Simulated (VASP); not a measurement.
# Ir (Pm-3m) in VASP: a series of runs

The runs below take Ir through single point, relaxation of cell and atoms, with PBE.

Program: VASP 6.6.1. These are calculated values, not measurements. Logs are shortened: lines on timing, memory, paths and dates and some standing lists are left out, and cuts for length are marked.

**1. The cell of the first run**

The structure is cubic, space group Pm-3m (No. 221). Conventional cell: a = 2.572 Å, b = 2.572 Å, c = 2.572 Å, α = 90.00°, β = 90.00°, γ = 90.00°. Ir (site symmetry m-3m) has 6 Ir at 2.57 Å within 3.4 Å.

**2. Single point, PBE**

Input file INCAR:

```
PREC     = Accurate       # precision mode
ENCUT    = 520            # plane-wave cutoff, eV
EDIFF    = 1E-6           # SCF threshold, eV
ISMEAR   = -1             # smearing method
SIGMA    = 0.1            # smearing width, eV
LREAL    = False          # projectors in reciprocal space
LASPH    = True           # aspherical terms in the spheres
NELM     = 60             # most SCF steps
ALGO     = Normal         # electronic algorithm
ISIF     = 2              # what is computed and relaxed
LWAVE    = False          # write WAVECAR
LCHARG   = True           # write CHGCAR
GGA      = PE             # functional
LELF     = True           # ELF
LVHAR    = True         
NBANDS   = 10             # bands
```

Input file KPOINTS:

```
Automatic mesh
0
Gamma
  16 16 16
```

Input file POSCAR:

```
Ir
1.0
    2.5718968224      0.0000000000      0.0000000000
    0.0000000000      2.5718968224      0.0000000000
    0.0000000000      0.0000000000      2.5718968224
Ir
1
Direct
    0.0000000000      0.0000000000      0.0000000000
```

Potentials or basis: VASP PAW PBE potentials, release 64 (Ir).

On the command line:

```console
$ cat potpaw_PBE.64/Ir/POTCAR > POTCAR
$ mpirun -np 1 vasp_std > vasp.out
```

OUTCAR:

```text
PREC = Accurate
   ENCUT = 520
   EDIFF = 1E-6
   ISMEAR = -1
   LREAL = False
   LASPH = True
   NELM = 60
   ISIF = 2
   GGA = PE

 ion  position               nearest neighbor table
   1  0.000  0.000  0.000-

  LATTYP: Found a simple cubic cell.
 ALAT       =     2.5718968224

  Lattice vectors:

 A1 = (   2.5718968224,   0.0000000000,   0.0000000000)
 A2 = (   0.0000000000,   2.5718968224,   0.0000000000)
 A3 = (   0.0000000000,   0.0000000000,   2.5718968224)

Analysis of symmetry for initial positions (statically):
=====================================================================
 Subroutine PRICEL returns:
 Original cell was already a primitive cell.

 Routine SETGRP: Setting up the symmetry group for a
 simple cubic supercell.

 Subroutine GETGRP returns: Found 48 space group operations
 (whereof 48 operations were pure point group operations)
 out of a pool of 48 trial point group operations.

The static configuration has the point symmetry O_h .

Analysis of symmetry for dynamics (positions and initial velocities):
=====================================================================
 Subroutine PRICEL returns:
 Original cell was already a primitive cell.

 Routine SETGRP: Setting up the symmetry group for a
 simple cubic supercell.

 Subroutine GETGRP returns: Found 48 space group operations
 (whereof 48 operations were pure point group operations)
 out of a pool of 48 trial point group operations.

The dynamic configuration has the point symmetry O_h .

 Subroutine INISYM returns: Found 48 space group operations
 (whereof 48 operations are pure point group operations),
 and found     1 'primitive' translations

----------------------------------------------------------------------------------------

                                     Primitive cell

  volume of cell :      17.0122

  direct lattice vectors                    reciprocal lattice vectors
     2.571896822  0.000000000  0.000000000     0.388818086  0.000000000  0.000000000
     0.000000000  2.571896822  0.000000000     0.000000000  0.388818086  0.000000000
     0.000000000  0.000000000  2.571896822     0.000000000  0.000000000  0.388818086

  length of vectors
     2.571896822  2.571896822  2.571896822     0.388818086  0.388818086  0.388818086

  position of ions in fractional coordinates (direct lattice)
     0.000000000  0.000000000  0.000000000

  ion indices of the primitive-cell ions
   primitive index   ion index
                 1           1

----------------------------------------------------------------------------------------

 KPOINTS: Automatic mesh

Automatic generation of k-mesh.
 Grid dimensions read from file:
 generate k-points for:   16   16   16

 Generating k-lattice:

  Cartesian coordinates                     Fractional coordinates (reciprocal lattice)
     0.024301130  0.000000000  0.000000000     0.062500000  0.000000000  0.000000000
     0.000000000  0.024301130  0.000000000     0.000000000  0.062500000  0.000000000
     0.000000000  0.000000000  0.024301130     0.000000000  0.000000000  0.062500000

  Length of vectors
     0.024301130  0.024301130  0.024301130

  Shift w.r.t. Gamma in fractional coordinates (k-lattice)
     0.000000000  0.000000000  0.000000000

 Subroutine IBZKPT returns following result:
 ===========================================

 Found    165 irreducible k-points:

 Following reciprocal coordinates:
            Coordinates               Weight
  0.000000  0.000000  0.000000      1.000000
  0.062500  0.000000  0.000000      6.000000
  0.125000  0.000000  0.000000      6.000000
  0.187500  0.000000  0.000000      6.000000
  0.250000  0.000000  0.000000      6.000000
  0.312500  0.000000  0.000000      6.000000
[... 16 lines left out ...]
  0.437500  0.125000  0.000000     24.000000
  0.500000  0.125000  0.000000     12.000000
 [... further k-points ...]
   k-points           NKPTS =    165   k-points in BZ     NKDIM =    165   number of bands    NBANDS=     10
   number of dos      NEDOS =    301   number of ions     NIONS =      1
   total plane-waves  NPLWV =   8000
   dimension x,y,z NGX =    20 NGY =   20 NGZ =   20
   dimension x,y,z NGXF=    40 NGYF=   40 NGZF=   40
   ions per type =               1
   NGX,Y,Z   is equivalent  to a cutoff of  12.93, 12.93, 12.93 a.u.
   NGXF,Y,Z  is equivalent  to a cutoff of  25.86, 25.86, 25.86 a.u.
 SYSTEM =  unknown system
   PREC   = accura    normal or accurate (medium, high low for compatibility)
   ISTART =      0    job   : 0-new  1-cont  2-samecut
   ICHARG =      2    charge: 1-file 2-atom 10-const
   ISPIN  =      1    spin polarized calculation?
   LNONCOLLINEAR =      F non collinear calculations
   LSORBIT =      F    spin-orbit coupling
   LASPH  =      T    aspherical Exc in radial PAW
   ENCUT  =  520.0 eV  38.22 Ry    6.18 a.u.   4.78  4.78  4.78*2*pi/ulx,y,z
   NELM   =     60;   NELMIN=  2; NELMDL= -5     # of ELM steps
   EDIFF  = 0.1E-05   stopping-criterion for ELM
   LREAL  =      F    real-space projection
   EDIFFG = 0.1E-04   stopping-criterion for IOM
   NSW    =      0    number of steps for IOM
   IBRION =     -1    ionic relax: 0-MD 1-quasi-New 2-CG
   NFREE  =      0    steps in history (QN), initial steepest desc. (CG)
   ISIF   =      2    stress and relaxation
   ISYM   =      2    0-nonsym 1-usesym 2-fastsym
   POTIM  = 0.5000    time-step for ionic-motion
   TEBEG  =    0.0;   TEEND  =   0.0 temperature during run
   PSTRESS=    0.0 pullay stress
   NELECT =       9.0000    total number of electrons
   NUPDOWN=      -1.0000    fix difference up-down
   EMIN   =  10.00;   EMAX   =-10.00  energy-range for DOS
   EFERMI =   0.00;   METHOD = LEGACY
   ISMEAR =    -1;   SIGMA  =   0.10  broadening in eV -4-tet -1-fermi 0-gaus
   EFERMI_NEDOS =   21; number of points for ismear=-14 and -15
   IALGO  =     38    algorithm
   IMIX   =      4    mixing-type and parameters
     AMIX     =   0.40;   BMIX     =  1.00
     AMIX_MAG =   1.60;   BMIX_MAG =  1.00
  volume/ion in A,a.u.               =      17.01       114.80
  Fermi-wavevector in a.u.,A,eV,Ry     =   1.324043  2.502079 23.852240  1.753090
  Thomas-Fermi vector in A             =   2.453607
   LORBIT       =      0    0 simple, 1 ext, 2 COOP (PROOUT), +10 PAW based schemes
   GGA     = PE    functional components
   LHFCALC =     F    Hartree Fock is set to
   AEXX    =    0.0000 exact exchange contribution
   IVDW    =     0    specifies the selected vdW correction
   LEPSILON=     F    determine dielectric tensor
   LRPA    =     F    only Hartree local field effects (RPA)
 non-spin polarized calculation
  energy-cutoff  :      520.00
  volume of cell :       17.01
 maximum number of plane-waves:       480
 NGX is ok and might be reduce to    20
   NGX =  9   NGY =  9   NGZ =  9

 number of electron       8.9999999 magnetization

 Free energy of the ion-electron system (eV)
  ---------------------------------------------------
  ext. energy  EPLUGINS =         0.00000000
  ---------------------------------------------------
  free energy    TOTEN  =        -7.88311838 eV

  energy without entropy =       -7.82950320  energy(sigma->0) =       -7.85631079

 E-fermi :   7.3985     XC(G=0): -12.7400

 val. band max:        7.3934019506   @ k =   0.3750   0.2500   0.0625
 cond. band min:       7.4229972771   @ k =   0.5000   0.5000   0.3125
 fundamental gap:      0.0295953265
 Fermi energy:         7.3984854547

 k-point     1 :       0.0000    0.0000    0.0000
  band No.  band energies     occupation
      1      -1.6650      2.00000
      2       1.4973      2.00000
      3       1.4973      2.00000
      4       8.6846      0.00001
      5       8.6846      0.00001
      6       8.6846      0.00001
      7      22.9813      0.00000
      8      22.9813      0.00000
      9      22.9813      0.00000
     10      28.8953      0.00000

 k-point     2 :       0.0625    0.0000    0.0000
  band No.  band energies     occupation
      1      -1.5442      2.00000
      2       1.5225      2.00000
      3       1.6133      2.00000
      4       8.5520      0.00002
      5       8.5520      0.00002
      6       8.6947      0.00000
      7      22.1723      0.00000
      8      23.2085      0.00000
      9      23.2085      0.00000
     10      29.4415      0.00000

 k-point     3 :       0.1250    0.0000    0.0000
  band No.  band energies     occupation
      1      -1.2054      2.00000
      2       1.5949      2.00000
      3       1.9674      2.00000
      4       8.1926      0.00071
      5       8.1926      0.00071
      6       8.7235      0.00000
      7      20.4973      0.00000
      8      23.8451      0.00000
      9      23.8451      0.00000
     10      29.3758      0.00000

 k-point     4 :       0.1875    0.0000    0.0000
  band No.  band energies     occupation
      1      -0.7138      2.00000
      2       1.7055      2.00000
      3       2.5711      2.00000
      4       7.6973      0.09595
      5       7.6973      0.09595
      6       8.7670      0.00000
      7      18.6788      0.00000
      8      24.7823      0.00000
      9      24.7823      0.00000
     10      27.8407      0.00000
[... 222 lines left out ...]
 k-point    22 :       0.3750    0.1250    0.0000
  band No.  band energies     occupation
      1       1.2818      2.00000
      2       2.5395      2.00000
      3       4.4879      2.00000
      4       6.3615      1.99994
      5       6.9874      1.96776
      6       8.4777      0.00004
      7      14.7137      0.00000
      8      24.2204      0.00000
      9      25.7310      0.00000
     10      29.1875      0.00000

 k-point    23 :       0.4375    0.1250    0.0000
  band No.  band energies     occupation
      1       1.5959      2.00000
      2       2.6694      2.00000
      3       4.3526      2.00000
      4       6.1202      1.99999
      5       7.8178      0.02974
      6       8.5128      0.00003
      7      13.6902      0.00000
      8      24.2361      0.00000
      9      26.0942      0.00000
     10      28.1947      0.00000

 k-point    24 :       0.5000    0.1250    0.0000
  band No.  band energies     occupation
      1       1.7095      2.00000
      2       2.7259      2.00000
      3       4.2642      2.00000
      4       6.0375      2.00000
      5       8.2213      0.00053
      6       8.5252      0.00003
      7      13.2713      0.00000
      8      24.1596      0.00000
      9      26.9140      0.00000
     10      26.9993      0.00000

 [... further k-points ...]
[... 5 lines left out ...]
  --------------------------------------------------------------------------------------
  -------------------------------------------------------------------------------------
  Total        0.0211820      0.0211820      0.0211820      0.0000000     -0.0000000     -0.0000000
  in kB        1.9948847      1.9948847      1.9948847      0.0000000     -0.0000000     -0.0000000
  external PRESSURE =       1.9948847 kB  Pullay stress =       0.0000000 kB

 VOLUME and BASIS-vectors are now :
 -----------------------------------------------------------------------------
  energy-cutoff  :      520.00
  volume of cell :       17.01
      direct lattice vectors                 reciprocal lattice vectors
     2.571896822  0.000000000  0.000000000     0.388818086  0.000000000  0.000000000
     0.000000000  2.571896822  0.000000000     0.000000000  0.388818086  0.000000000
     0.000000000  0.000000000  2.571896822     0.000000000  0.000000000  0.388818086

 POSITION                                       TOTAL-FORCE (eV/Angst)
 -----------------------------------------------------------------------------------
      0.00000      0.00000      0.00000         0.000000      0.000000      0.000000
 -----------------------------------------------------------------------------------
    total drift:                                0.000000      0.000000      0.000000

  FREE ENERGIE OF THE ION-ELECTRON SYSTEM (eV)
  ---------------------------------------------------
  free  energy   TOTEN  =        -7.8831183775 eV

  energy  without entropy=       -7.8295031976  energy(sigma->0) =       -7.85631079
```

Run time: 12 s. Hardware: 1 thread of Intel Xeon Platinum 8488C (Sapphire Rapids), shared host; peak memory 0.15 GiB.

Results:

* Free energy: -7.8831 eV
* Pressure: 0.2 GPa

Caveat: spin-orbit coupling is left out, which moves the levels of the heavy elements.

[end of part 1 of 2]
